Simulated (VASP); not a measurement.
Runs of VASP 6.6.1 on CdS. The structure is cubic, space group F-43m (No. 216). Conventional cell: a = 5.878 Å, b = 5.878 Å, c = 5.878 Å, α = 90.00°, β = 90.00°, γ = 90.00°. Cd (site symmetry -43m) has 4 S at 2.55 Å within 3.4 Å. S (site symmetry -43m) has 4 Cd at 2.55 Å within 3.4 Å. 

```csv
level,potentials or basis,k mesh,cutoff (eV),smearing,second run,gap on the mesh (eV),pressure (GPa)
PBE,"VASP PAW PBE potentials, release 64 (Cd, S)",6 × 6 × 6,520,gaussian 0.01 eV,-,1.10,1.7
PBE,"VASP PAW PBE potentials, release 64 (Cd, S)",6 × 6 × 6,520,methfessel-paxton 0.05 eV,-,1.10,1.7
PBE,"VASP PAW PBE potentials, release 64 (Cd, S)","6 × 6 × 6, shifted",520,gaussian 0.01 eV,-,(a),1.7
r2SCAN,"VASP PAW PBE potentials, release 64 (Cd, S)",6 × 6 × 6,520,gaussian 0.01 eV,-,1.54,(b)
PBE+D4,"VASP PAW PBE potentials, release 64 (Cd, S)",6 × 6 × 6,520,gaussian 0.01 eV,-,1.10,-0.4
PBE,"VASP PAW PBE potentials, release 64 (Cd, S)",6 × 6 × 6,520,gaussian 0.5 eV,-,1.10,1.7
PBE,"VASP PAW PBE potentials, release 64 (Cd_sv_GW, S)",6 × 6 × 6,540,gaussian 0.5 eV,valence_matched,1.09,0.4
```

Alike in all rows: task single point; no spin polarisation; cell as given.

Fill in the values left out.

(a) 1.64; (b) 0.3.

Caveats: the PAW data sets were made with another functional, which shifts forces and pressure a little (some runs).

A k mesh can miss the band edges, and the runs leave out spin-orbit coupling on Cd.

The runs don't all hold the same shells in valence.
